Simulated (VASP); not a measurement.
# Zn (P6_3/mmc) in VASP: a series of runs

The runs below take Zn through relaxation of shape and atoms at fixed volume, single point, with PBE, revPBE.

All numbers are computed with VASP 6.6.1; they aren't measurements. Logs are shortened: lines on timing, memory, paths and dates and some standing lists are left out, and cuts for length are marked.

## Step 1: The cell of the first run

Symmetry: P6_3/mmc, No. 194, hexagonal system. Conventional cell: a = 2.695 Å, b = 2.695 Å, c = 5.366 Å, α = 90.00°, β = 90.00°, γ = 120.00°. Zn (site symmetry -6m2) has 12 Zn at 2.69 to 3.10 Å within 3.6 Å.

## Step 2: Relaxation of shape and atoms at fixed volume, PBE (16.87 Å³/atom)

The input, INCAR:

```
SYSTEM = Zn
PREC = Accurate ; ENCUT = 600
EDIFF = 1E-7 ; ISMEAR = 0
SIGMA = 0.1 ; LREAL = .FALSE.
LASPH = .TRUE. ; NELM = 100
ALGO = Fast ; ISIF = 4
LWAVE = .FALSE. ; LCHARG = .FALSE.
GGA = PE ; IBRION = 2
NSW = 50 ; EDIFFG = -0.01
```

The input, KPOINTS:

```
Automatic mesh
0
G
  18 18 8
  0 0 0
```

The input, POSCAR:

```
Zn
1.0
    2.6947055275      0.0000000000      0.0000000000
   -1.3473527638      2.3336834426      0.0000000000
    0.0000000000      0.0000000000      5.3659905410
Zn
2
Direct
    0.3333333333      0.6666666667      0.2500000000
    0.6666666667      0.3333333333      0.7500000000
```

Potentials or basis: VASP PAW PBE potentials, release 64 (Zn).

The run is started by

```bash
cat potpaw_PBE.64/Zn/POTCAR > POTCAR
mpirun -np 1 vasp_std > vasp.out
```

OUTCAR:

```text
SYSTEM = Zn
   PREC = Accurate
   ENCUT = 600
   EDIFF = 1E-7
   ISMEAR = 0
   LREAL = .FALSE.
   LASPH = .TRUE.
   NELM = 100
   ISIF = 4
   GGA = PE
   IBRION = 2
   NSW = 50
   EDIFFG = -0.01

 ion  position               nearest neighbor table
   1  0.333  0.667  0.250-
   2  0.667  0.333  0.750-

  LATTYP: Found a hexagonal cell.
 ALAT       =     2.6947055275
 C/A-ratio  =     1.9913086926

  Lattice vectors:

 A1 = (   2.6947055275,   0.0000000000,   0.0000000000)
 A2 = (  -1.3473527638,   2.3336834426,   0.0000000000)
 A3 = (   0.0000000000,   0.0000000000,   5.3659905410)

Analysis of symmetry for initial positions (statically):
=====================================================================
 Subroutine PRICEL returns:
 Original cell was already a primitive cell.

 Routine SETGRP: Setting up the symmetry group for a
 hexagonal supercell.

 Subroutine GETGRP returns: Found 24 space group operations
 (whereof 12 operations were pure point group operations)
 out of a pool of 24 trial point group operations.

The static configuration has the point symmetry D_3d.
 The point group associated with its full space group is D_6h.

Analysis of symmetry for dynamics (positions and initial velocities):
=====================================================================
 Subroutine PRICEL returns:
 Original cell was already a primitive cell.

 Routine SETGRP: Setting up the symmetry group for a
 hexagonal supercell.

 Subroutine GETGRP returns: Found 24 space group operations
 (whereof 12 operations were pure point group operations)
 out of a pool of 24 trial point group operations.

The dynamic configuration has the point symmetry D_3d.
 The point group associated with its full space group is D_6h.

 Subroutine INISYM returns: Found 24 space group operations
 (whereof 12 operations are pure point group operations),
 and found     1 'primitive' translations

----------------------------------------------------------------------------------------

                                     Primitive cell

  volume of cell :      33.7445

  direct lattice vectors                    reciprocal lattice vectors
     2.694705528  0.000000000  0.000000000     0.371098062  0.214253566  0.000000000
    -1.347352764  2.333683443  0.000000000     0.000000000  0.428507132  0.000000000
     0.000000000  0.000000000  5.365990541     0.000000000  0.000000000  0.186358882

  length of vectors
     2.694705528  2.694705528  5.365990541     0.428507132  0.428507132  0.186358882

  position of ions in fractional coordinates (direct lattice)
     0.333333333  0.666666667  0.250000000
     0.666666667  0.333333333  0.750000000

  ion indices of the primitive-cell ions
   primitive index   ion index
                 1           1
                 2           2

----------------------------------------------------------------------------------------

 KPOINTS: Automatic mesh

Automatic generation of k-mesh.
 Grid dimensions read from file:
 generate k-points for:   18   18    8

 Generating k-lattice:

  Cartesian coordinates                     Fractional coordinates (reciprocal lattice)
     0.020616559  0.011902976  0.000000000     0.055555556  0.000000000  0.000000000
     0.000000000  0.023805952  0.000000000     0.000000000  0.055555556  0.000000000
     0.000000000  0.000000000  0.023294860     0.000000000  0.000000000  0.125000000

  Length of vectors
     0.023805952  0.023805952  0.023294860

  Shift w.r.t. Gamma in fractional coordinates (k-lattice)
     0.000000000  0.000000000  0.000000000

 Subroutine IBZKPT returns following result:
 ===========================================

 Found    185 irreducible k-points:

 Following reciprocal coordinates:
            Coordinates               Weight
  0.000000  0.000000  0.000000      1.000000
  0.055556  0.000000  0.000000      6.000000
  0.111111  0.000000  0.000000      6.000000
  0.166667  0.000000  0.000000      6.000000
  0.222222  0.000000  0.000000      6.000000
  0.277778  0.000000  0.000000      6.000000
[... 16 lines left out ...]
  0.333333  0.111111  0.000000     12.000000
  0.388889  0.111111  0.000000     12.000000
 [... further k-points ...]
   k-points           NKPTS =    185   k-points in BZ     NKDIM =    185   number of bands    NBANDS=     16
   number of dos      NEDOS =    301   number of ions     NIONS =      2
   total plane-waves  NPLWV =  27648
   dimension x,y,z NGX =    24 NGY =   24 NGZ =   48
   dimension x,y,z NGXF=    48 NGYF=   48 NGZF=   96
   ions per type =               2
   NGX,Y,Z   is equivalent  to a cutoff of  14.81, 14.81, 14.87 a.u.
   NGXF,Y,Z  is equivalent  to a cutoff of  29.61, 29.61, 29.74 a.u.
 SYSTEM =  Zn
   PREC   = accura    normal or accurate (medium, high low for compatibility)
   ISTART =      0    job   : 0-new  1-cont  2-samecut
   ICHARG =      2    charge: 1-file 2-atom 10-const
   ISPIN  =      1    spin polarized calculation?
   LNONCOLLINEAR =      F non collinear calculations
   LSORBIT =      F    spin-orbit coupling
   LASPH  =      T    aspherical Exc in radial PAW
   ENCUT  =  600.0 eV  44.10 Ry    6.64 a.u.   5.38  5.38 10.72*2*pi/ulx,y,z
   NELM   =    100;   NELMIN=  2; NELMDL= -5     # of ELM steps
   EDIFF  = 0.1E-06   stopping-criterion for ELM
   LREAL  =      F    real-space projection
   EDIFFG = -.1E-01   stopping-criterion for IOM
   NSW    =     50    number of steps for IOM
   IBRION =      2    ionic relax: 0-MD 1-quasi-New 2-CG
   NFREE  =      1    steps in history (QN), initial steepest desc. (CG)
   ISIF   =      4    stress and relaxation
   ISYM   =      2    0-nonsym 1-usesym 2-fastsym
   POTIM  = 0.5000    time-step for ionic-motion
   TEBEG  =    0.0;   TEEND  =   0.0 temperature during run
   PSTRESS=    0.0 pullay stress
   NELECT =      24.0000    total number of electrons
   NUPDOWN=      -1.0000    fix difference up-down
   EMIN   =  10.00;   EMAX   =-10.00  energy-range for DOS
   EFERMI =   0.00;   METHOD = LEGACY
   ISMEAR =     0;   SIGMA  =   0.10  broadening in eV -4-tet -1-fermi 0-gaus
   EFERMI_NEDOS =   21; number of points for ismear=-14 and -15
   IALGO  =     68    algorithm
   IMIX   =      4    mixing-type and parameters
     AMIX     =   0.40;   BMIX     =  1.00
     AMIX_MAG =   1.60;   BMIX_MAG =  1.00
  volume/ion in A,a.u.               =      16.87       113.86
  Fermi-wavevector in a.u.,A,eV,Ry     =   1.461316  2.761487 29.054493  2.135445
  Thomas-Fermi vector in A             =   2.577662
   LORBIT       =      0    0 simple, 1 ext, 2 COOP (PROOUT), +10 PAW based schemes
   GGA     = PE    functional components
   LHFCALC =     F    Hartree Fock is set to
   AEXX    =    0.0000 exact exchange contribution
   IVDW    =     0    specifies the selected vdW correction
   LEPSILON=     F    determine dielectric tensor
   LRPA    =     F    only Hartree local field effects (RPA)
 conjugate gradient relaxation of ions
 non-spin polarized calculation
 RMM-DIIS sequential band-by-band and
 Gauss-broadening in eV      SIGMA  =   0.10
  energy-cutoff  :      600.00
  volume of cell :       33.74
 maximum number of plane-waves:      1162
 NGX is ok and might be reduce to    24
   NGX = 11   NGY = 11   NGZ = 21

--------------------------------------- Ionic step        1  -------------------------------------------

 number of electron      23.9999994 magnetization

 Free energy of the ion-electron system (eV)
  ---------------------------------------------------
  ext. energy  EPLUGINS =         0.00000000
  ---------------------------------------------------
  free energy    TOTEN  =        -2.17403668 eV

  energy without entropy =       -2.17256967  energy(sigma->0) =       -2.17330318

------------------------ aborting loop because EDIFF is reached ----------------------------------------

  FORCE on cell =-STRESS in cart. coord.  units (eV):
  Direction    XX          YY          ZZ          XY          YZ          ZX
  --------------------------------------------------------------------------------------
  -------------------------------------------------------------------------------------
  Total       -1.0924461     -1.0924461     -0.8665286      0.0000000      0.0000000      0.0000000
  in kB      -51.8689497    -51.8689497    -41.1424673      0.0000000      0.0000000      0.0000000
  external PRESSURE =     -48.2934556 kB  Pullay stress =       0.0000000 kB
[... 57 lines left out ...]
  energy  without entropy=       -2.1731730993  energy(sigma->0) =       -2.17391068

--------------------------------------- Ionic step        3  -------------------------------------------

 number of electron      23.9999979 magnetization

 Free energy of the ion-electron system (eV)
  ---------------------------------------------------
  ext. energy  EPLUGINS =         0.00000000
  ---------------------------------------------------
  free energy    TOTEN  =        -2.17509830 eV

  energy without entropy =       -2.17325132  energy(sigma->0) =       -2.17417481

 E-fermi :   2.2865     XC(G=0): -10.9945

 val. band max:        2.2773164878   @ k =   0.3889   0.1111   0.0000
 cond. band min:       2.3091142865   @ k =   0.2778   0.0556   0.0000
 fundamental gap:      0.0317977987
 Fermi energy:         2.2865496042

 k-point     1 :       0.0000    0.0000    0.0000
  band No.  band energies     occupation
      1      -7.2534      2.00000
      2      -5.9695      2.00000
      3      -5.3457      2.00000
      4      -5.0942      2.00000
      5      -5.0942      2.00000
      6      -5.0684      2.00000
[... 8 lines left out ...]
     15      16.4228      0.00000
     16      20.1576      0.00000
[... 420 lines left out ...]
  band No.  band energies     occupation
      1      -5.6478      2.00000
      2      -5.5758      2.00000
      3      -5.4262      2.00000
      4      -5.1281      2.00000
      5      -4.9193      2.00000
      6      -4.9142      2.00000
[... 8 lines left out ...]
     15       6.9377      0.00000
     16       8.9952      0.00000

 [... further k-points ...]

------------------------ aborting loop because EDIFF is reached ----------------------------------------

  FORCE on cell =-STRESS in cart. coord.  units (eV):
  Direction    XX          YY          ZZ          XY          YZ          ZX
  --------------------------------------------------------------------------------------
  -------------------------------------------------------------------------------------
  Total       -0.9454228     -0.9454228     -0.9270053      0.0000000     -0.0000000     -0.0000000
  in kB      -44.8883360    -44.8883360    -44.0138804      0.0000000     -0.0000000     -0.0000000
  external PRESSURE =     -44.5968508 kB  Pullay stress =       0.0000000 kB
[... 17 lines left out ...]
  FREE ENERGIE OF THE ION-ELECTRON SYSTEM (eV)
  ---------------------------------------------------
  free  energy   TOTEN  =        -2.1750982953 eV

  energy  without entropy=       -2.1732513151  energy(sigma->0) =       -2.17417481

 reached required accuracy - stopping structural energy minimisation
```

Run time: 4.3 min. Hardware: 1 thread of Intel Xeon 8259CL, shared host; peak memory 0.25 GiB.

Results:

| Item | Value |
| --- | --- |
| Free energy | -2.1751 eV |
| Energy gained by relaxing | 0.5 meV/atom |
| Ionic steps | 3 |
| Pressure after relaxing | -4.5 GPa |
| Band gap on the k mesh | zero (bands 12 and 13 overlap by 5.07 eV) |

The path:
```
step  energy change (eV)  largest force (eV/Å)  pressure (GPa)  volume (Å³)
   1              0.0000                0.0000           -4.83        33.74
   2             -0.0006                0.0000           -4.73        33.74
   3             -0.0011                0.0000           -4.46        33.74
```

Final structure:
```xyz
2
Lattice="2.6818 0.0000 0.0000 -1.3409 2.3225 0.0000 0.0000 0.0000 5.4177" Properties=species:S:1:pos:R:3 pbc="T T T"
Zn    0.0000    1.5483    1.3544
Zn    1.3409    0.7742    4.0633
```

(Part 1 of 2 ends here.)
